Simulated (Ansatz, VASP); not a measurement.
# Two plane-wave programs on Ge3Pd

```xyz
4
Lattice="4.1421 0.0000 0.0000 0.0000 4.1421 0.0000 0.0000 0.0000 4.1421" Properties=species:S:1:pos:R:3 pbc="T T T"
Ge    0.0000    2.0710    2.0710
Ge    2.0710    0.0000    2.0710
Ge    2.0710    2.0710    0.0000
Pd    0.0000    0.0000    0.0000
```

Alike in both runs: functional PBE; k mesh 4 × 4 × 4; occupations gaussian, width 0.1 eV; no spin polarisation.

Ansatz relaxed the structure, and its values are those at the end. VASP's run is a single point on that final structure, the one shown.

|  | VASP | Ansatz |
| --- | --- | --- |
| version | VASP 6.6.1 | Ansatz 0.2.0 |
| potentials or method | VASP PAW PBE potentials, release 64 (Ge_d, Pd), cutoff 520 eV | scalar-relativistic, plane waves, PAW |
| valence electrons in the cell | 52 | 60 |

```tsv
	VASP	Ansatz	Ansatz less VASP
gap on the k mesh at the Fermi level (eV)	none	none	-
pressure (GPa)	-0.3	-0.3	+0.01
```

A gap of «none» marks a metal or a gap that the smearing closes. VASP's potentials hold 52 valence electrons a cell and Ansatz's 60, so a difference there can come from the potentials and not from the codes.

The k mesh is coarse, so the values compare programs but aren't converged.
